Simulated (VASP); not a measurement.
# CdGeAs2 (P-4m2) in VASP: further runs, part 2 of 3

VASP 6.6.1. The steps go on from the part before.

## Step 4: Single point, r2SCAN

POSCAR

```
CdGeAs2
1.0
    4.0763717154      0.0000000000      0.0000000000
    0.0000000000      4.0763717154      0.0000000000
    0.0000000000      0.0000000000      6.1183213173
Cd As Ge
1 2 1
Direct
    0.0000000000      0.0000000000      0.0000000000
    0.0000000000      0.5000000000      0.2672334420
    0.5000000000      0.0000000000      0.7327665580
    0.5000000000      0.5000000000      0.5000000000
```

INCAR.step1

```
ALGO = Normal ; EDIFF = 1E-5
ENCUT = 550 ; GGA = PE
GGA_COMPAT = F ; ISMEAR = -1
LASPH = T ; LCHARG = F
LREAL = F ; LWAVE = T
NBANDS = 26 ; NELM = 120
PREC = Accurate ; SIGMA = 0.02
```

INCAR.step2

```
ALGO = Normal ; EDIFF = 1E-6
ENCUT = 550 ; GGA_COMPAT = F
ISIF = 2 ; ISMEAR = -1
ISTART = 1 ; LASPH = T
LCHARG = T ; LELF = T
LMIXTAU = T ; LREAL = F
LVHAR = T ; LWAVE = F
METAGGA = R2SCAN ; NBANDS = 26
NELM = 120 ; PREC = Accurate
SIGMA = 0.02
```

KPOINTS

```
k-points
0
Gamma
  6 6 4
```

Run with:

```bash
$ cat potpaw_PBE.64/Cd/POTCAR potpaw_PBE.64/As/POTCAR potpaw_PBE.64/Ge_d/POTCAR > POTCAR
$ cp INCAR.step1 INCAR
$ mpirun -np 1 vasp_std > vasp.out
$ cp INCAR.step2 INCAR
$ mpirun -np 1 vasp_std > vasp.out
```

Wall time 3.8 min (1 thread of Intel Xeon Platinum 8259CL at 2.50GHz (Skylake/Cascade Lake), shared host); peak memory 0.28 GiB.

It converged, with:

```yaml
Free_energy: -63.6899 eV
Pressure: 0.1 GPa
Largest_force: 0.010 eV/Å
Band_gap_on_the_k_mesh: zero (bands 18 and 19 overlap by 0.30 eV)
```

Forces in eV/Å, atoms in the order of the input:
```
Cd   0.000  0.000  0.000
As   0.000  0.000  0.010
As   0.000  0.000 -0.010
Ge   0.000  0.000  0.000
```

Levels at points of the mesh, in eV from the Fermi level:
| k point | band 15 | band 16 | band 17 | band 18 | band 19 | band 20 | band 21 | band 22 |
| --- | --- | --- | --- | --- | --- | --- | --- | --- |
| (0.00, 0.00, 0.00) | -3.34 | -0.80 | -0.59 | 0.04 | 0.04 | 0.82 | 2.64 | 3.52 |
| (0.50, 0.00, 0.00) | -3.79 | -3.63 | -2.62 | -0.36 | 0.79 | 4.02 | 4.34 | 4.77 |
| (0.50, 0.50, 0.00) | -4.20 | -3.04 | -3.04 | -2.06 | 1.16 | 1.44 | 1.44 | 2.45 |
| (0.00, 0.00, 0.50) | -3.00 | -3.00 | -0.89 | -0.89 | 0.87 | 0.98 | 3.84 | 4.51 |
| (0.50, 0.00, 0.50) | -2.61 | -2.01 | -1.30 | -0.48 | -0.26 | 1.90 | 3.41 | 3.75 |
| (0.50, 0.50, 0.50) | -4.22 | -3.55 | -3.55 | -3.15 | 2.64 | 3.90 | 3.90 | 5.05 |

Caveat: the PAW data sets were made with another functional, which shifts forces and pressure a little.

## Step 5: Relaxation of cell and atoms, PBE

This run uses another cell than the first one, of 23.49 Å³/atom.

INCAR

```
SYSTEM = CdGeAs2
  ALGO = Normal
  EDIFF = 1E-7
  EDIFFG = -0.005
  ENCUT = 500
  GGA = PE
  GGA_COMPAT = .FALSE.
  IBRION = 2
  ISIF = 3
  ISMEAR = -1
  LASPH = .TRUE.
  LCHARG = .FALSE.
  LREAL = .FALSE.
  LWAVE = .FALSE.
  NELM = 120
  NELMIN = 4
  NSW = 80
  PREC = Accurate
  SIGMA = 0.02
```

KPOINTS

```
k-points
0
G
  6 6 4
  0 0 0
```

POSCAR

```
CdGeAs2
1.0
    4.0503129394      0.0000000000      0.0000000000
    0.0000000000      4.0503129394      0.0000000000
    0.0000000000      0.0000000000      5.7280074907
Cd As Ge
1 2 1
Direct
    0.0000000000      0.0000000000      0.0000000000
    0.0000000000      0.5000000000      0.2500000000
    0.5000000000      0.0000000000      0.7500000000
    0.5000000000      0.5000000000      0.5000000000
```

Run with:

```bash
$ cat potpaw_PBE.64/Cd/POTCAR potpaw_PBE.64/As/POTCAR potpaw_PBE.64/Ge_d/POTCAR > POTCAR
$ mpirun -np 1 vasp_std > vasp.out
```

Wall time 7.4 min (1 thread of Intel Xeon Platinum 8259CL at 2.50GHz (Skylake/Cascade Lake), shared host); peak memory 0.24 GiB.

It converged, with:

```
Free energy                           : -14.7247 eV
Relaxed volume                        : 26.50 Å³/atom
Relaxed cell                          : a = 4.151 Å, b = 4.151 Å, c = 6.150 Å, α = 90.00°, β = 90.00°, γ = 90.00°
Space group after relaxing (to 0.1 Å) : P-4m2 (No. 115)
Energy gained by relaxing             : 98.4 meV/atom
Ionic steps                           : 13
Pressure after relaxing               : 0.0 GPa
Band gap on the k mesh                : zero (bands 18 and 19 overlap by 0.30 eV)
```

Step by step:
```
step  energy change (eV)  largest force (eV/Å)  pressure (GPa)  volume (Å³)
   1              0.0000                1.1066            8.85        93.97
   2             -0.3111                0.2606           -2.77       112.75
   3             -0.3587                0.4327           -0.37       106.99
   4             -0.3766                0.2524           -0.16       106.46
   5             -0.3880                0.0404            0.22       105.64
   6             -0.3916                0.0380           -0.08       106.22
   7             -0.3925                0.0351           -0.33       106.68
   8             -0.3935                0.0033            0.05       105.85
   9             -0.3935                0.0104           -0.03       106.03
  10             -0.3935                0.0110           -0.04       106.05
  11             -0.3936                0.0074            0.00       105.97
  12             -0.3936                0.0069            0.01       105.97
  13             -0.3936                0.0011            0.00       105.99
```

Final structure:
```
Cd As Ge
1.0
     4.15141    0.00000    0.00000
     0.00000    4.15141    0.00000
     0.00000    0.00000    6.15005
Cd As Ge
1 2 1
Direct
  0.00000 0.00000 0.00000
  0.00000 0.50000 0.26580
  0.50000 0.00000 0.73420
  0.50000 0.50000 0.50000
```

Levels at points of the mesh, in eV from the Fermi level:
```
           k point  band 15  band 16  band 17  band 18  band 19  band 20  band 21  band 22
(0.00, 0.00, 0.00)    -2.98    -1.12    -0.41     0.11     0.11     0.74     2.29     3.30
(0.50, 0.00, 0.00)    -3.37    -3.26    -2.32    -0.28     0.60     3.78     4.04     4.17
(0.50, 0.50, 0.00)    -3.72    -2.70    -2.70    -1.76     1.05     1.37     1.37     2.29
(0.00, 0.00, 0.50)    -2.66    -2.66    -0.76    -0.76     0.78     0.84     3.49     4.01
(0.50, 0.00, 0.50)    -2.32    -1.76    -1.07    -0.64    -0.19     1.58     3.29     3.51
(0.50, 0.50, 0.50)    -3.90    -3.19    -3.19    -2.78     2.38     3.69     3.69     4.78
```

## Step 6: Relaxation of cell and atoms, PBEsol

This run uses another cell than the first one, of 26.44 Å³/atom.

INCAR

```
PREC     = Accurate       # precision mode
ENCUT    = 500            # plane-wave cutoff, eV
EDIFF    = 1E-7           # SCF threshold, eV
ISMEAR   = -1             # smearing method
SIGMA    = 0.02           # smearing width, eV
LREAL    = False          # projectors in reciprocal space
LASPH    = True           # aspherical terms in the spheres
NELM     = 120            # most SCF steps
ALGO     = Normal         # electronic algorithm
ISIF     = 3              # what is computed and relaxed
LWAVE    = False          # write WAVECAR
LCHARG   = False          # write CHGCAR
GGA      = PS             # functional
IBRION   = 2              # ionic algorithm
NSW      = 80             # ionic steps
EDIFFG   = -0.005         # ionic threshold
GGA_COMPAT= False        
NELMIN   = 4
```

KPOINTS

```
regular mesh
0
Gamma
  6 6 4
```

POSCAR

```
CdGeAs2
1.0
    4.1464271572      0.0000000000      0.0000000000
    0.0000000000      4.1464271572      0.0000000000
    0.0000000000      0.0000000000      6.1513365469
Cd As Ge
1 2 1
Direct
    0.0000000000      0.0000000000      0.0000000000
    0.0000000000      0.5000000000      0.2656376287
    0.5000000000      0.0000000000      0.7343623713
    0.5000000000      0.5000000000      0.5000000000
```

Potentials or basis: VASP PAW PBE potentials, release 64 (Cd, As, Ge_d).

Run with:

```bash
$ cat potpaw_PBE.64/Cd/POTCAR potpaw_PBE.64/As/POTCAR potpaw_PBE.64/Ge_d/POTCAR > POTCAR
$ mpirun -np 1 vasp_std > vasp.out
```

OUTCAR:

```text
PREC = Accurate
   ENCUT = 500
   EDIFF = 1E-7
   ISMEAR = -1
   LREAL = False
   LASPH = True
   NELM = 120
   ISIF = 3
   GGA = PS
   IBRION = 2
   NSW = 80
   EDIFFG = -0.005
   NELMIN = 4

 ion  position               nearest neighbor table
   1  0.000  0.000  0.000-   2 2.64   3 2.64   2 2.64   3 2.64
   2  0.000  0.500  0.266-   4 2.53   4 2.53   1 2.64   1 2.64
   3  0.500  0.000  0.734-   4 2.53   4 2.53   1 2.64   1 2.64
   4  0.500  0.500  0.500-   2 2.53   3 2.53   3 2.53   2 2.53

  LATTYP: Found a simple tetragonal cell.
 ALAT       =     4.1464271572
 C/A-ratio  =     1.4835269772

  Lattice vectors:

 A1 = (   4.1464271572,   0.0000000000,   0.0000000000)
 A2 = (   0.0000000000,   4.1464271572,   0.0000000000)
 A3 = (   0.0000000000,   0.0000000000,   6.1513365469)

Analysis of symmetry for initial positions (statically):
=====================================================================
 Subroutine PRICEL returns:
 Original cell was already a primitive cell.

 Routine SETGRP: Setting up the symmetry group for a
 simple tetragonal supercell.

 Subroutine GETGRP returns: Found  8 space group operations
 (whereof  8 operations were pure point group operations)
 out of a pool of 16 trial point group operations.

The static configuration has the point symmetry D_2d.

Analysis of symmetry for dynamics (positions and initial velocities):
=====================================================================
 Subroutine PRICEL returns:
 Original cell was already a primitive cell.

 Routine SETGRP: Setting up the symmetry group for a
 simple tetragonal supercell.

 Subroutine GETGRP returns: Found  8 space group operations
 (whereof  8 operations were pure point group operations)
 out of a pool of 16 trial point group operations.

The dynamic configuration has the point symmetry D_2d.

 Subroutine INISYM returns: Found  8 space group operations
 (whereof  8 operations are pure point group operations),
 and found     1 'primitive' translations

----------------------------------------------------------------------------------------

                                     Primitive cell

  volume of cell :     105.7591

  direct lattice vectors                    reciprocal lattice vectors
     4.146427157  0.000000000  0.000000000     0.241171486  0.000000000  0.000000000
     0.000000000  4.146427157  0.000000000     0.000000000  0.241171486  0.000000000
     0.000000000  0.000000000  6.151336547     0.000000000  0.000000000  0.162566296

  length of vectors
     4.146427157  4.146427157  6.151336547     0.241171486  0.241171486  0.162566296

  position of ions in fractional coordinates (direct lattice)
     0.000000000  0.000000000  0.000000000
     0.000000000  0.500000000  0.265637629
     0.500000000  0.000000000  0.734362371
     0.500000000  0.500000000  0.500000000

  ion indices of the primitive-cell ions
   primitive index   ion index
                 1           1
                 2           2
                 3           3
                 4           4

[... 29 lines left out ...]
  0.166667  0.000000  0.000000      4.000000
  0.333333  0.000000  0.000000      4.000000
  0.500000  0.000000  0.000000      2.000000
  0.166667  0.166667  0.000000      4.000000
  0.333333  0.166667  0.000000      8.000000
[... 16 lines left out ...]
  0.333333  0.000000  0.500000      4.000000
  0.500000  0.000000  0.500000      2.000000
 [... further k-points ...]
   k-points           NKPTS =     30   k-points in BZ     NKDIM =     30   number of bands    NBANDS=     22
   number of dos      NEDOS =    301   number of ions     NIONS =      4
   total plane-waves  NPLWV =  43200
   dimension x,y,z NGX =    30 NGY =   30 NGZ =   48
   dimension x,y,z NGXF=    60 NGYF=   60 NGZF=   96
   ions per type =               1   2   1
   NGX,Y,Z   is equivalent  to a cutoff of  12.03, 12.03, 12.97 a.u.
   NGXF,Y,Z  is equivalent  to a cutoff of  24.06, 24.06, 25.94 a.u.
 SYSTEM =  unknown system
   PREC   = accura    normal or accurate (medium, high low for compatibility)
   ISTART =      0    job   : 0-new  1-cont  2-samecut
   ICHARG =      2    charge: 1-file 2-atom 10-const
   ISPIN  =      1    spin polarized calculation?
   LNONCOLLINEAR =      F non collinear calculations
   LSORBIT =      F    spin-orbit coupling
   LASPH  =      T    aspherical Exc in radial PAW
   ENCUT  =  500.0 eV  36.75 Ry    6.06 a.u.   7.56  7.56 11.22*2*pi/ulx,y,z
   NELM   =    120;   NELMIN=  4; NELMDL= -5     # of ELM steps
   EDIFF  = 0.1E-06   stopping-criterion for ELM
   LREAL  =      F    real-space projection
   EDIFFG = -.5E-02   stopping-criterion for IOM
   NSW    =     80    number of steps for IOM
   IBRION =      2    ionic relax: 0-MD 1-quasi-New 2-CG
   NFREE  =      1    steps in history (QN), initial steepest desc. (CG)
   ISIF   =      3    stress and relaxation
   ISYM   =      2    0-nonsym 1-usesym 2-fastsym
   POTIM  = 0.5000    time-step for ionic-motion
   TEBEG  =    0.0;   TEEND  =   0.0 temperature during run
   PSTRESS=    0.0 pullay stress
   NELECT =      36.0000    total number of electrons
   NUPDOWN=      -1.0000    fix difference up-down
   EMIN   =  10.00;   EMAX   =-10.00  energy-range for DOS
   EFERMI =   0.00;   METHOD = LEGACY
   ISMEAR =    -1;   SIGMA  =   0.02  broadening in eV -4-tet -1-fermi 0-gaus
   EFERMI_NEDOS =   21; number of points for ismear=-14 and -15
   IALGO  =     38    algorithm
   IMIX   =      4    mixing-type and parameters
     AMIX     =   0.40;   BMIX     =  1.00
     AMIX_MAG =   1.60;   BMIX_MAG =  1.00
  volume/ion in A,a.u.               =      26.44       178.42
  Fermi-wavevector in a.u.,A,eV,Ry     =   1.143062  2.160074 17.777248  1.306591
  Thomas-Fermi vector in A             =   2.279758
   LORBIT       =      0    0 simple, 1 ext, 2 COOP (PROOUT), +10 PAW based schemes
   GGA     = PS    functional components
   LHFCALC =     F    Hartree Fock is set to
   AEXX    =    0.0000 exact exchange contribution
   IVDW    =     0    specifies the selected vdW correction
   LEPSILON=     F    determine dielectric tensor
   LRPA    =     F    only Hartree local field effects (RPA)
 conjugate gradient relaxation of ions
 non-spin polarized calculation
  energy-cutoff  :      500.00
  volume of cell :      105.76
 maximum number of plane-waves:      2711
   NGX = 15   NGY = 15   NGZ = 23

--------------------------------------- Ionic step        1  -------------------------------------------

 number of electron      36.0000018 magnetization

 Free energy of the ion-electron system (eV)
  ---------------------------------------------------
  ext. energy  EPLUGINS =         0.00000000
  ---------------------------------------------------
  free energy    TOTEN  =       -16.26941785 eV

  energy without entropy =      -16.26781281  energy(sigma->0) =      -16.26861533

------------------------ aborting loop because EDIFF is reached ----------------------------------------

  FORCE on cell =-STRESS in cart. coord.  units (eV):
  Direction    XX          YY          ZZ          XY          YZ          ZX
  --------------------------------------------------------------------------------------
  -------------------------------------------------------------------------------------
  Total       -1.6036403     -1.6036403     -1.7373690      0.0000000      0.0000000      0.0000000
  in kB      -24.2940532    -24.2940532    -26.3199507      0.0000000      0.0000000      0.0000000
  external PRESSURE =     -24.9693524 kB  Pullay stress =       0.0000000 kB
[... 215 lines left out ...]
--------------------------------------- Ionic step        7  -------------------------------------------

 number of electron      35.9999980 magnetization

 Free energy of the ion-electron system (eV)
  ---------------------------------------------------
  ext. energy  EPLUGINS =         0.00000000
  ---------------------------------------------------
  free energy    TOTEN  =       -16.30875761 eV

  energy without entropy =      -16.30699821  energy(sigma->0) =      -16.30787791

 E-fermi :   3.0949     XC(G=0):  -9.5145

 val. band max:        2.9332257093   @ k =   0.3333   0.0000   0.0000
 cond. band min:       3.1088980836   @ k =   0.3333   0.0000   0.2500
 fundamental gap:      0.1756723743
 Fermi energy:         3.0948520450

 k-point     1 :       0.0000    0.0000    0.0000
  band No.  band energies     occupation
      1     -22.0499      2.00000
      2     -22.0499      2.00000
      3     -22.0442      2.00000
      4     -22.0396      2.00000
      5     -22.0143      2.00000
      6      -9.9077      2.00000
[... 589 lines left out ...]
     21       6.3278      0.00000
     22       6.6152      0.00000

 [... further k-points ...]

------------------------ aborting loop because EDIFF is reached ----------------------------------------

  FORCE on cell =-STRESS in cart. coord.  units (eV):
  Direction    XX          YY          ZZ          XY          YZ          ZX
  --------------------------------------------------------------------------------------
  -------------------------------------------------------------------------------------
  Total        0.0124909      0.0124909     -0.0003136      0.0000000      0.0000000      0.0000000
  in kB        0.1982477      0.1982477     -0.0049771      0.0000000      0.0000000      0.0000000
  external PRESSURE =       0.1305061 kB  Pullay stress =       0.0000000 kB
[... 19 lines left out ...]
  FREE ENERGIE OF THE ION-ELECTRON SYSTEM (eV)
  ---------------------------------------------------
  free  energy   TOTEN  =       -16.3087576098 eV

  energy  without entropy=      -16.3069982125  energy(sigma->0) =      -16.30787791

 reached required accuracy - stopping structural energy minimisation
```

It took 4.2 min on 1 thread of Intel Xeon Platinum 8259CL at 2.50GHz (Skylake/Cascade Lake), shared host; peak memory 0.25 GiB.

Results:

| Quantity | Value |
| --- | --- |
| Free energy | -16.3088 eV |
| Relaxed volume | 25.24 Å³/atom |
| Relaxed cell | a = 4.085 Å, b = 4.085 Å, c = 6.051 Å, α = 90.00°, β = 90.00°, γ = 90.00° |
| Space group after relaxing (to 0.1 Å) | P-4m2 (No. 115) |
| Energy gained by relaxing | 9.8 meV/atom |
| Ionic steps | 7 |
| Pressure after relaxing | 0.0 GPa |
| Band gap on the k mesh | zero (bands 18 and 19 overlap by 0.33 eV) |

The path:
```csv
step,energy change (eV),largest force (eV/Å),pressure (GPa),volume (Å³)
1,0.0000,0.0376,-2.50,105.76
2,-0.0356,0.0346,0.86,99.58
3,-0.0392,0.0360,0.01,100.95
4,-0.0392,0.0361,-0.05,101.05
5,-0.0393,0.0177,-0.05,101.04
6,-0.0393,0.0001,-0.04,101.04
7,-0.0393,0.0014,0.01,100.95
```

Final structure:
```
CELL_PARAMETERS angstrom
4.08453 0.00000 0.00000
0.00000 4.08453 0.00000
0.00000 0.00000 6.05079
ATOMIC_POSITIONS crystal
Cd 0.00000 0.00000 0.00000
As 0.00000 0.50000 0.26489
As 0.50000 0.00000 0.73511
Ge 0.50000 0.50000 0.50000
```

Levels at points of the mesh, in eV from the Fermi level:
```
           k point  band 16  band 17  band 18  band 19  band 20  band 21
(0.00, 0.00, 0.00)    -1.01    -0.43     0.11     0.11     0.62     2.23
(0.50, 0.00, 0.00)    -3.52    -2.44    -0.33     0.62     3.81     4.10
(0.50, 0.50, 0.00)    -2.88    -2.88    -1.94     0.97     1.18     1.18
(0.00, 0.00, 0.50)    -2.81    -0.86    -0.86     0.67     0.84     3.38
(0.50, 0.00, 0.50)    -1.85    -1.14    -0.68    -0.22     1.61     3.23
(0.50, 0.50, 0.50)    -3.43    -3.43    -3.04     2.47     3.68     3.68
```

Caveat: the PAW data sets were made with another functional, which shifts forces and pressure a little.

(Part 2 of 3 ends here.)
